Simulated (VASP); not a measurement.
Crystal: Li3Ga2Sb3.

```
CELL_PARAMETERS angstrom
5.56440 0.00000 0.00000
0.00000 5.56440 0.00000
0.00000 0.00000 5.56440
ATOMIC_POSITIONS crystal
Li 0.00000 0.50000 0.50000
Li 0.50000 0.00000 0.50000
Li 0.50000 0.50000 0.00000
Ga 0.00000 0.00000 0.00000
Ga 0.50000 0.50000 0.50000
Sb 0.50000 0.00000 0.00000
Sb 0.00000 0.50000 0.00000
Sb 0.00000 0.00000 0.50000
```

| Item | Value |
| --- | --- |
| Program | VASP 6.6.1 |
| Task | relaxation of cell and atoms |
| Functional | PBE |
| Potentials or basis | VASP PAW PBE potentials, release 64 (Li_sv, Ga_d, Sb) |
| Cutoff | 600 eV |
| k mesh | 4 × 4 × 4 |
| Occupations | gaussian, width 0.1 eV |
| Spin | no spin polarisation |

At the start: pressure 2.0 GPa; volume 21.54 Å³/atom.

**Question.** How do energy, volume and symmetry change on relaxing?

**Answer.** Over 3 steps the energy falls by 6.4 meV/atom and the volume is 22.64 Å³/atom (+5.1 %); space group Pm-3m (No. 221, to 0.05 Å).

Step by step:
```tsv
step	energy change (eV)	largest force (eV/Å)	pressure (GPa)	volume (Å³)
1	0.0000	0.0000	1.98	172.29
2	-0.0489	0.0000	0.41	179.00
3	-0.0515	0.0000	-0.02	181.09
```

Final structure:
```cif
data_structure
_symmetry_space_group_name_H-M 'P 1'
_symmetry_Int_Tables_number 1
_cell_length_a 5.6576
_cell_length_b 5.6576
_cell_length_c 5.6576
_cell_angle_alpha 90.000
_cell_angle_beta 90.000
_cell_angle_gamma 90.000
_cell_volume 181.09
loop_
_atom_site_label
_atom_site_type_symbol
_atom_site_fract_x
_atom_site_fract_y
_atom_site_fract_z
_atom_site_occupancy
Li1 Li 0.00000 0.50000 0.50000 1
Li2 Li 0.50000 0.00000 0.50000 1
Li3 Li 0.50000 0.50000 0.00000 1
Ga1 Ga 0.00000 0.00000 0.00000 1
Ga2 Ga 0.50000 0.50000 0.50000 1
Sb1 Sb 0.50000 0.00000 0.00000 1
Sb2 Sb 0.00000 0.50000 0.00000 1
Sb3 Sb 0.00000 0.00000 0.50000 1
```

Caveat: the cutoff is under 1.25 times the usual one of these potentials, so pressure, stress and relaxed cells hold a basis-set (Pulay) error.
